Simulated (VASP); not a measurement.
Set up this calculation in VASP 6.6.1, as the native input.

* Task: single point
* Functional: PBEsol
* Potentials or basis: VASP PAW PBE potentials, release 64 (Hf_pv)
* Cutoff: 520 eV
* k mesh: 18 × 18 × 10
* Occupations: gaussian, width 0.15 eV
* Spin: no spin polarisation
* Dipole correction: no
* Further INCAR settings: ALGO = Fast; EDIFF = 1e-07; NBANDS = 17

The structure of Hf lies in POSCAR:

```
Hf
1.0
    3.1602689342      0.0000000000      0.0000000000
   -1.5801344671      2.7368731798      0.0000000000
    0.0000000000      0.0000000000      4.6965000000
Hf
2
Direct
    0.3333333333      0.6666666667      0.2500000000
    0.6666666667      0.3333333333      0.7500000000
```

The input as run:

INCAR

```
SYSTEM = Hf
PREC = Accurate
ENCUT = 520
EDIFF = 1E-7
ISMEAR = 0
SIGMA = 0.15
LREAL = .FALSE.
LASPH = .TRUE.
NELM = 80
ALGO = Fast
ISIF = 2
LWAVE = .FALSE.
LCHARG = .FALSE.
GGA = PS
NBANDS = 17
```

KPOINTS

```
regular mesh
0
G
  18 18 10
  0 0 0
```

Potentials or basis: VASP PAW PBE potentials, release 64 (Hf_pv).

Run with:

```bash
$ cat potpaw_PBE.64/Hf_pv/POTCAR > POTCAR
$ mpirun -np 1 vasp_std > vasp.out
```

It gave:

| Property | Result |
| --- | --- |
| Pressure | 8.0 GPa |
| Band gap on the k mesh | zero (bands 10 and 11 overlap by 1.45 eV) |

Caveat: the stress differs along the axes, from 5 to 14 GPa; the PAW data sets were made with another functional, which shifts forces and pressure a little; spin-orbit coupling is left out, which moves the levels of the heavy elements.

Wall time 88 s on 1 thread of Intel Xeon 6975P-C, on a shared host, peak memory 0.25 GiB.
